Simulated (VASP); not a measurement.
A run of VASP 6.6.1:

INCAR

```
PREC = Accurate
ENCUT = 520
EDIFF = 1E-7
ISMEAR = 0
SIGMA = 0.1
LREAL = F
LASPH = T
NELM = 100
ALGO = Normal
ISIF = 2
LWAVE = F
LCHARG = T
GGA = PE
LELF = T
LVHAR = T
NBANDS = 33
```

Contents of KPOINTS:

```
Automatic mesh
0
Gamma
  6 6 4
```

File POSCAR:

```
Y3Si2F
1.0
    5.6424048500      0.0000000000      0.0000000000
   -2.8212024300      4.8864659400      0.0000000000
    0.0000000000      0.0000000000      4.1673764600
Y Si F
3 2 1
Direct
    0.0000000000      0.5000000000      0.9950230700
    0.5000000000      0.0000000000      0.9950230700
    0.5000000000      0.5000000000      0.9950230700
    0.6666666700      0.3333333300      0.4961477200
    0.3333333300      0.6666666700      0.4961477200
    0.0000000000      0.0000000000      0.1926302600
```

Potentials or basis: VASP PAW PBE potentials, release 64 (Y_sv, Si, F).

The run is started by

```sh
$ cat potpaw_PBE.64/Y_sv/POTCAR potpaw_PBE.64/Si/POTCAR potpaw_PBE.64/F/POTCAR > POTCAR
$ mpirun -np 1 vasp_std > vasp.out
```

Hardware: 1 thread of Intel(R) Xeon(R) Platinum 8259CL CPU @ 2.50GHz (Skylake/Cascade Lake), with other jobs on the host.

Problem. Estimate the wall time of this run.

Solution. It took 2.8 min on 1 thread of Intel(R) Xeon(R) Platinum 8259CL CPU @ 2.50GHz (Skylake/Cascade Lake), on a shared host, peak memory 0.27 GiB. Counts: scf iterations 17, k points 21.
